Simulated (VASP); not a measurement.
# WS2 (Tungstenite) (R3m) in VASP: notebook

Runs on WS2 (Tungstenite). Level: PBEsol. Tasks: single point.

Everything below comes from runs of VASP 6.6.1. Logs are shortened: lines on timing, memory, paths and dates and some standing lists are left out, and cuts for length are marked.

## Step 1: The cell of the first run

Symmetry: R3m, No. 160, trigonal system. Conventional cell: a = 3.158 Å, b = 3.158 Å, c = 18.490 Å, α = 90.00°, β = 90.00°, γ = 120.00°. W (site symmetry 3m) has 6 S at 2.39 to 2.42 Å and 6 W at 3.16 Å within 3.2 Å. Within 3.2 Å of S (site symmetry 3m) lie 3 W at 2.39 Å and 7 S at 3.13 to 3.16 Å. Within 3.2 Å of S (site symmetry 3m) lie 3 W at 2.42 Å and 7 S at 3.13 to 3.16 Å.

## Step 2: Single point, PBEsol

Input file INCAR:

```
PREC     = Accurate       # precision mode
ENCUT    = 520            # plane-wave cutoff, eV
EDIFF    = 1E-6           # SCF threshold, eV
ISMEAR   = -1             # smearing method
SIGMA    = 0.1            # smearing width, eV
LREAL    = False          # projectors in reciprocal space
LASPH    = True           # aspherical terms in the spheres
NELM     = 100            # most SCF steps
ALGO     = Normal         # electronic algorithm
ISIF     = 2              # what is computed and relaxed
LWAVE    = False          # write WAVECAR
LCHARG   = False          # write CHGCAR
GGA      = PS             # functional
NBANDS   = 20             # bands
```

Input file KPOINTS:

```
Automatic mesh
0
Gamma
  12 12 12
```

Input file POSCAR:

```
WS2
1.0
    1.5790000000      0.9116360000      6.1633330000
   -1.5790000000      0.9116360000      6.1633330000
    0.0000000000     -1.8232720000      6.1633330000
W S
1 2
Direct
    0.0000000000      0.0000000000      0.0000000000
    0.2497000000      0.2497000000      0.2497000000
    0.4190000000      0.4190000000      0.4190000000
```

Potentials or basis: VASP PAW PBE potentials, release 64 (W_sv, S).

Started as:

```
$ cat potpaw_PBE.64/W_sv/POTCAR potpaw_PBE.64/S/POTCAR > POTCAR
$ mpirun -np 1 vasp_std > vasp.out
```

OUTCAR:

```text
PREC = Accurate
   ENCUT = 520
   EDIFF = 1E-6
   ISMEAR = -1
   LREAL = False
   LASPH = True
   NELM = 100
   ISIF = 2
   GGA = PS

 ion  position               nearest neighbor table
   1  0.000  0.000  0.000-   2 2.39   2 2.39   2 2.39   3 2.42   3 2.42   3 2.42
   2  0.250  0.250  0.250-   1 2.39   1 2.39   1 2.39
   3  0.419  0.419  0.419-   1 2.42   1 2.42   1 2.42

  LATTYP: Found a trigonal (rhomboedric) cell.
 ALAT       =     6.4273629791
 COS(alpha) =     0.8792940713

  Lattice vectors:

 A1 = (   1.5790000000,   0.9116360000,   6.1633330000)
 A2 = (  -1.5790000000,   0.9116360000,   6.1633330000)
 A3 = (   0.0000000000,  -1.8232720000,   6.1633330000)

Analysis of symmetry for initial positions (statically):
=====================================================================
 Subroutine PRICEL returns:
 Original cell was already a primitive cell.

 Routine SETGRP: Setting up the symmetry group for a
 trigonal (rhombohedral) supercell.

 Subroutine GETGRP returns: Found  6 space group operations
 (whereof  6 operations were pure point group operations)
 out of a pool of 12 trial point group operations.

The static configuration has the point symmetry C_3v.

Analysis of symmetry for dynamics (positions and initial velocities):
=====================================================================
 Subroutine PRICEL returns:
 Original cell was already a primitive cell.

 Routine SETGRP: Setting up the symmetry group for a
 trigonal (rhombohedral) supercell.

 Subroutine GETGRP returns: Found  6 space group operations
 (whereof  6 operations were pure point group operations)
 out of a pool of 12 trial point group operations.

The dynamic configuration has the point symmetry C_3v.

 Subroutine INISYM returns: Found  6 space group operations
 (whereof  6 operations are pure point group operations),
 and found     1 'primitive' translations

----------------------------------------------------------------------------------------

                                     Primitive cell

  volume of cell :      53.2317

  direct lattice vectors                    reciprocal lattice vectors
     1.579000000  0.911636000  6.163333000     0.316656111  0.182821506  0.054083291
    -1.579000000  0.911636000  6.163333000    -0.316656111  0.182821506  0.054083291
[... 77 lines left out ...]
 SYSTEM =  unknown system
   PREC   = accura    normal or accurate (medium, high low for compatibility)
   ISTART =      0    job   : 0-new  1-cont  2-samecut
   ICHARG =      2    charge: 1-file 2-atom 10-const
   ISPIN  =      1    spin polarized calculation?
   LNONCOLLINEAR =      F non collinear calculations
   LSORBIT =      F    spin-orbit coupling
   LASPH  =      T    aspherical Exc in radial PAW
   ENCUT  =  520.0 eV  38.22 Ry    6.18 a.u.  11.95 11.95 11.95*2*pi/ulx,y,z
   NELM   =    100;   NELMIN=  2; NELMDL= -5     # of ELM steps
   EDIFF  = 0.1E-05   stopping-criterion for ELM
   LREAL  =      F    real-space projection
   EDIFFG = 0.1E-04   stopping-criterion for IOM
   NSW    =      0    number of steps for IOM
   IBRION =     -1    ionic relax: 0-MD 1-quasi-New 2-CG
   NFREE  =      0    steps in history (QN), initial steepest desc. (CG)
   ISIF   =      2    stress and relaxation
   ISYM   =      2    0-nonsym 1-usesym 2-fastsym
   POTIM  = 0.5000    time-step for ionic-motion
   TEBEG  =    0.0;   TEEND  =   0.0 temperature during run
   PSTRESS=    0.0 pullay stress
   NELECT =      26.0000    total number of electrons
   NUPDOWN=      -1.0000    fix difference up-down
   EMIN   =  10.00;   EMAX   =-10.00  energy-range for DOS
   EFERMI =   0.00;   METHOD = LEGACY
   ISMEAR =    -1;   SIGMA  =   0.10  broadening in eV -4-tet -1-fermi 0-gaus
   EFERMI_NEDOS =   21; number of points for ismear=-14 and -15
   IALGO  =     38    algorithm
   IMIX   =      4    mixing-type and parameters
     AMIX     =   0.40;   BMIX     =  1.00
     AMIX_MAG =   1.60;   BMIX_MAG =  1.00
  volume/ion in A,a.u.               =      17.74       119.74
  Fermi-wavevector in a.u.,A,eV,Ry     =   1.289266  2.436359 22.615689  1.662206
  Thomas-Fermi vector in A             =   2.421169
   LORBIT       =      0    0 simple, 1 ext, 2 COOP (PROOUT), +10 PAW based schemes
   GGA     = PS    functional components
   LHFCALC =     F    Hartree Fock is set to
   AEXX    =    0.0000 exact exchange contribution
   IVDW    =     0    specifies the selected vdW correction
   LEPSILON=     F    determine dielectric tensor
   LRPA    =     F    only Hartree local field effects (RPA)
 non-spin polarized calculation
  energy-cutoff  :      520.00
  volume of cell :       53.23
 maximum number of plane-waves:      1450
   NGX = 23   NGY = 23   NGZ = 23

 number of electron      26.0000001 magnetization

 Free energy of the ion-electron system (eV)
  ---------------------------------------------------
  ext. energy  EPLUGINS =         0.00000000
  ---------------------------------------------------
  free energy    TOTEN  =       -25.26333871 eV

  energy without entropy =      -25.26317275  energy(sigma->0) =      -25.26325573

 E-fermi :   7.8049     XC(G=0): -11.1157

 val. band max:        7.4014125772   @ k =   0.5000   0.5000   0.5000
 cond. band min:       8.3910811407   @ k =  -0.1667   0.1667   0.0000
 fundamental gap:      0.9896685636
 Fermi energy:         7.8049197129

 k-point     1 :       0.0000    0.0000    0.0000
  band No.  band energies     occupation
      1     -67.1909      2.00000
      2     -31.4607      2.00000
      3     -31.2781      2.00000
      4     -31.2781      2.00000
      5      -8.2559      2.00000
      6      -6.2417      2.00000
[... 541 lines left out ...]
     19      15.5802      0.00000
     20      15.7015      0.00000

 [... further k-points ...]
[... 5 lines left out ...]
  --------------------------------------------------------------------------------------
  -------------------------------------------------------------------------------------
  Total       -0.2892834     -0.2892833      0.0687134      0.0000000      0.0000000      0.0000000
  in kB       -8.7069000     -8.7068985      2.0681486      0.0000000      0.0000000      0.0000000
  external PRESSURE =      -5.1152166 kB  Pullay stress =       0.0000000 kB

 VOLUME and BASIS-vectors are now :
 -----------------------------------------------------------------------------
  energy-cutoff  :      520.00
  volume of cell :       53.23
      direct lattice vectors                 reciprocal lattice vectors
     1.579000000  0.911636000  6.163333000     0.316656111  0.182821506  0.054083291
    -1.579000000  0.911636000  6.163333000    -0.316656111  0.182821506  0.054083291
     0.000000000 -1.823272000  6.163333000     0.000000000 -0.365643012  0.054083291

 POSITION                                       TOTAL-FORCE (eV/Angst)
 -----------------------------------------------------------------------------------
      0.00000      0.00000      0.00000         0.000000     -0.000000      0.601424
      0.00000      0.00000      4.61695         0.000000     -0.000000     -0.251847
      0.00000      0.00000      7.74731         0.000000      0.000000     -0.349577
 -----------------------------------------------------------------------------------
    total drift:                               -0.000000     -0.000002      0.000028

  FREE ENERGIE OF THE ION-ELECTRON SYSTEM (eV)
  ---------------------------------------------------
  free  energy   TOTEN  =       -25.2633387147 eV

  energy  without entropy=      -25.2631727525  energy(sigma->0) =      -25.26325573
```

OSZICAR:

```text
N       E                     dE             d eps       ncg     rms          rms(c)
DAV:   1     0.197156920107E+03    0.19716E+03   -0.13075E+04  7560   0.130E+03
DAV:   2    -0.161612098431E+02   -0.21332E+03   -0.20622E+03  8808   0.343E+02
DAV:   3    -0.264090380325E+02   -0.10248E+02   -0.10143E+02  9424   0.707E+01
DAV:   4    -0.265543397046E+02   -0.14530E+00   -0.14520E+00  9184   0.915E+00
DAV:   5    -0.265567626497E+02   -0.24229E-02   -0.24228E-02  9324   0.124E+00    0.277E+01
DAV:   6    -0.254528967124E+02    0.11039E+01   -0.54493E+00  8376   0.161E+01    0.112E+01
DAV:   7    -0.253176343795E+02    0.13526E+00   -0.12906E+00  7956   0.637E+00    0.542E+00
DAV:   8    -0.252650618816E+02    0.52572E-01   -0.26156E-01  8776   0.341E+00    0.124E+00
DAV:   9    -0.252637149138E+02    0.13470E-02   -0.11812E-02  9484   0.738E-01    0.545E-01
DAV:  10    -0.252633664212E+02    0.34849E-03   -0.42861E-03  8824   0.461E-01    0.640E-02
DAV:  11    -0.252633304318E+02    0.35989E-04   -0.54631E-04  8508   0.156E-01    0.591E-02
DAV:  12    -0.252633344992E+02   -0.40675E-05   -0.55296E-05  8748   0.580E-02    0.119E-02
DAV:  13    -0.252633385903E+02   -0.40911E-05   -0.69103E-06  8676   0.190E-02    0.715E-03
DAV:  14    -0.252633387147E+02   -0.12440E-06   -0.10135E-06  5680   0.604E-03
   1 F= -.25263339E+02 E0= -.25263256E+02  d E =-.165962E-03
```

stdout:

```text
POSCAR found type information on POSCAR W S
 POSCAR found :  2 types and       3 ions
 scaLAPACK will be used
 -----------------------------------------------------------------------------
|                                                                             |
|                                                                             |
|     You enforced a specific xc type in the INCAR file but a different       |
|     I HOPE YOU KNOW WHAT YOU ARE DOING!                                     |
|                                                                             |
 -----------------------------------------------------------------------------

 LDA part: xc-table for (Slater+PW92), standard interpolation
 POSCAR, INCAR and KPOINTS ok, starting setup
 FFT: planning ... GRIDC
 FFT: planning ... GRID_SOFT
 FFT: planning ... GRID
 WAVECAR not read
 entering main loop
```

Wall time 12 min (1 thread of AMD EPYC 7R13 (Zen 3), shared host); peak memory 0.4 GiB.

Results:

- Free energy: -25.2633 eV
- Pressure: -0.5 GPa
- Largest force: 0.601 eV/Å
- Band gap on the k mesh: 0.99 eV, indirect (least direct gap 1.89 eV)

Forces in eV/Å, atoms in the order of the input:
```
W    0.000  0.000  0.601
S    0.000  0.000 -0.252
S    0.000  0.000 -0.350
```

Caveat: the PAW data sets were made with another functional, which shifts forces and pressure a little; spin-orbit coupling is left out, which moves the levels of the heavy elements. A k mesh can miss the band edges.

## Step 3: Single point, PBEsol

Input file INCAR:

```
SYSTEM = WS2
PREC = Accurate
ENCUT = 520
EDIFF = 1E-7
ISMEAR = -1
SIGMA = 0.1
LREAL = .FALSE.
LASPH = .TRUE.
NELM = 100
ALGO = Normal
ISIF = 2
LWAVE = .FALSE.
LCHARG = .FALSE.
GGA = PS
NBANDS = 20
```

Input file KPOINTS:

```
Automatic mesh
0
G
  12 12 12
  0 0 0
```

POSCAR is that of step 2.

Potentials or basis: VASP PAW PBE potentials, release 64 (W_sv, S).

Started as:

```
$ cat potpaw_PBE.64/W_sv/POTCAR potpaw_PBE.64/S/POTCAR > POTCAR
$ mpirun -np 1 vasp_std > vasp.out
```

Wall time 12 min (1 thread of AMD EPYC 7R13 (Zen 3), shared host); peak memory 0.4 GiB.

It converged, with:

| Item | Value |
| --- | --- |
| Free energy | -25.2633 eV |
| Pressure | -0.5 GPa |
| Largest force | 0.601 eV/Å |
| Band gap on the k mesh | 0.99 eV, indirect (least direct gap 1.89 eV) |

Forces on the atoms (eV/Å):
```
W    0.000  0.000  0.601
S    0.000  0.000 -0.252
S    0.000  0.000 -0.349
```

Stress tensor (GPa, compression positive):
```
-0.87  0.00  0.00
 0.00 -0.87  0.00
 0.00  0.00  0.21
```

Levels at points of the mesh, in eV from the valence-band top:
| k point | band 9 | band 10 | band 11 | band 12 | band 13 | band 14 | band 15 | band 16 | band 17 | band 18 |
| --- | --- | --- | --- | --- | --- | --- | --- | --- | --- | --- |
| (0.00, 0.00, 0.00) | -3.54 | -2.28 | -2.28 | -1.57 | -1.23 | 2.19 | 2.19 | 2.55 | 2.55 | 4.65 |
| (0.50, 0.00, 0.00) | -5.33 | -4.16 | -2.58 | -1.80 | -1.74 | 2.30 | 2.59 | 3.60 | 3.88 | 4.34 |
| (0.50, 0.50, 0.00) | -5.03 | -4.08 | -3.19 | -2.00 | -1.56 | 2.25 | 2.70 | 3.20 | 4.39 | 4.93 |
| (0.50, 0.50, 0.50) | -3.56 | -3.56 | -2.25 | -2.25 | 0.00 | 2.31 | 2.31 | 2.39 | 2.39 | 4.88 |

Caveat: the PAW data sets were made with another functional, which shifts forces and pressure a little; spin-orbit coupling is left out, which moves the levels of the heavy elements. A k mesh can miss the band edges.
